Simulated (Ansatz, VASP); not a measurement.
Two plane-wave programs on CsSnI3

```xyz
5
Lattice="5.9918 0.0000 0.0000 0.0000 5.9918 0.0000 0.0000 0.0000 5.9918" Properties=species:S:1:pos:R:3 pbc="T T T"
Cs    0.0000    0.0000    0.0000
Sn    2.9959    2.9959    2.9959
I     2.9959    2.9959    0.0000
I     2.9959    0.0000    2.9959
I     0.0000    2.9959    2.9959
```

Change from the starting cell: hydrostatic strain -4.0%.

Alike in both runs: task single point; functional HSE06; k mesh 2 × 2 × 2; occupations fermi-dirac, width 0.02 eV; no spin polarisation.

|  | VASP | Ansatz |
| --- | --- | --- |
| version | VASP 6.6.1 | Ansatz 0.2.0 |
| potentials or method | VASP PAW PBE potentials, release 64 (Cs_sv, Sn_d, I) | plane waves, PAW |
| plane-wave cutoff (eV) | 520 | 420 |
| valence electrons in the cell | 44 | 74 |

```csv
,VASP,Ansatz,Ansatz less VASP
pressure (GPa),4.7,4.7,+0.05
```

VASP's potentials hold 44 valence electrons a cell and Ansatz's 74, so a difference there can come from the potentials and not from the codes. Ansatz's warnings: stress exchange threshold loose, stress scf threshold loose.

The k mesh is coarse, so the values compare programs but aren't converged. Spin-orbit coupling is off throughout.
